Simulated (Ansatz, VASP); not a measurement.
**Two plane-wave programs on WC**

The input INCAR:

```
ALGO = Normal
EDIFF = 1E-6
ENCUT = 520
GGA = PE
ISIF = 2
ISMEAR = 0
LASPH = True
LCHARG = True
LELF = True
LREAL = False
LVHAR = True
LWAVE = False
NBANDS = 16
NELM = 80
PREC = Accurate
SIGMA = 0.15
```

The input KPOINTS:

```
k-points
0
Gamma
  18 18 16
```

POSCAR

```
WC
1.0
    2.9005014360      0.0000000000      0.0000000000
   -1.4502507180      2.5119079273      0.0000000000
    0.0000000000      0.0000000000      2.8290000000
W C
1 1
Direct
   -0.0490484064      0.0398103764      0.0000000000
    0.6666666667      0.3333333333      0.5000000000
```

Input for Ansatz:

```yaml
crystal:
  lattice:
    - [2.900501436, 0.0, 0.0]
    - [-1.450250718, 2.5119079273, 0.0]
    - [0.0, 0.0, 2.829]
  atoms:
    - { symbol: W, position: [-0.0490484064, 0.0398103764, 0.0] }
    - { symbol: C, position: [0.6666666667, 0.3333333333, 0.5] }
basis:
  ecutwfc: 420
kpoints:
  mp_grid: { grid: [18, 18, 16] }
hamiltonian:
  xc: pbe
scf:
  occupations: { method: gaussian, width: 0.15 }
output:
  forces: true
  stress: true
  eigenvalues: true
```

Alike in both runs: task single point; functional PBE; k mesh 18 × 18 × 16; occupations gaussian, width 0.15 eV; no spin polarisation.

|  | VASP | Ansatz |
| --- | --- | --- |
| version | VASP 6.6.1 | Ansatz 0.2.0 |
| potentials or method | VASP PAW PBE potentials, release 64 (W_sv, C), cutoff 520 eV | scalar-relativistic, plane waves, PAW |
| valence electrons in the cell | 18 | 18 |

Ansatz gave:

```
gap on the k mesh at the Fermi level (eV)                     : none
pressure (GPa)                                                : 17.2
traceless stress, the component that is largest in VASP (GPa) : -8.82
rms of the force components (eV/Å)                            : 2.309
```

Question: Which values does VASP return?

Answer: gap on the k mesh at the Fermi level (eV): none; pressure (GPa): 18.4; traceless stress, the component that is largest in VASP (GPa): -9.02; rms of the force components (eV/Å): 2.323.

Atom by atom the forces differ by 0.014 eV/Å (rms over components). A gap of «none» marks a metal or a gap that the smearing closes.

Neither program's run includes spin-orbit coupling.
